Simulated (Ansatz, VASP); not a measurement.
## One calculation of Ga3B2As5, two programs

The input INCAR:

```
SYSTEM = Ga3B2As5
PREC = Accurate
ENCUT = 520
EDIFF = 1E-6
ISMEAR = 0
SIGMA = 0.1
LREAL = .False.
LASPH = .True.
NELM = 80
ALGO = Normal
ISIF = 2
LWAVE = .False.
LCHARG = .False.
GGA = PE
NBANDS = 46
```

File KPOINTS:

```
regular mesh
0
Gamma
  4 4 4
  0 0 0
```

Contents of POSCAR:

```
Ga3B2As5
1.0
    0.0000000000     -3.7581845300      0.0000000000
    3.7581845300      0.0000000000      0.0000000000
   -1.8790922650      1.8790922650     13.7628124596
Ga B As
3 2 5
Direct
    0.6947628104      0.6947628104      0.3895256207
    0.3052371896      0.3052371896      0.6104743793
    0.5000000000      0.5000000000      1.0000000000
    0.9027080452      0.9027080452      0.8054160903
    0.0972919548      0.0972919548      0.1945839097
    0.2500000000      0.7500000000      0.5000000000
    0.8613449765      0.3613449765      0.7226899529
    0.4440946678      0.9440946678      0.8881893356
    0.0559053322      0.5559053322      0.1118106644
    0.6386550235      0.1386550235      0.2773100471
```

Input for Ansatz:

```yaml
crystal:
  lattice:
    - [0.0, -3.75818453, 0.0]
    - [3.75818453, 0.0, 0.0]
    - [-1.879092265, 1.879092265, 13.7628124596]
  atoms:
    - { symbol: Ga, position: [0.6947628104, 0.6947628104, 0.3895256207] }
    - { symbol: Ga, position: [0.3052371896, 0.3052371896, 0.6104743793] }
    - { symbol: Ga, position: [0.5, 0.5, 1.0] }
    - { symbol: B, position: [0.9027080452, 0.9027080452, 0.8054160903] }
    - { symbol: B, position: [0.0972919548, 0.0972919548, 0.1945839097] }
    - { symbol: As, position: [0.25, 0.75, 0.5] }
    - { symbol: As, position: [0.8613449765, 0.3613449765, 0.7226899529] }
    - { symbol: As, position: [0.4440946678, 0.9440946678, 0.8881893356] }
    - { symbol: As, position: [0.0559053322, 0.5559053322, 0.1118106644] }
    - { symbol: As, position: [0.6386550235, 0.1386550235, 0.2773100471] }
basis:
  ecutwfc: 420
kpoints:
  mp_grid: { grid: [4, 4, 4] }
hamiltonian:
  xc: pbe
scf:
  occupations: { method: gaussian, width: 0.1 }
  lower_state_search: "off"
output:
  forces: true
  stress: true
  eigenvalues: true
```

Alike in both runs: task single point; functional PBE; k mesh 4 × 4 × 4; occupations gaussian, width 0.1 eV; no spin polarisation.

```csv
,VASP,Ansatz
version,VASP 6.6.1,Ansatz 0.2.0
potentials or method,"VASP PAW PBE potentials, release 64 (Ga_d, B, As), cutoff 520 eV","scalar-relativistic, plane waves, PAW"
valence electrons in the cell,70,120
```

|  | VASP | Ansatz | Ansatz less VASP |
| --- | --- | --- | --- |
| gap on the k mesh at the Fermi level (eV) | 0.48 | 0.49 | +0.001 |
| least direct gap on the mesh (eV) | 0.48 | 0.49 | +0.001 |
| pressure (GPa) | 0.3 | 0.1 | -0.23 |
| traceless stress, the component that is largest in VASP (GPa) | -1.03 | -1.02 | +0.005 |
| rms of the force components (eV/Å) | 0.003 | 0.005 | +0.0021 |

Atom by atom the forces differ by 0.002 eV/Å (rms over components). With one functional, cell and mesh, what is left measures potentials, basis and numerics. VASP's potentials hold 70 valence electrons a cell and Ansatz's 120, so a difference there can come from the potentials and not from the codes.

The k mesh is coarse, so the values compare programs but aren't converged.
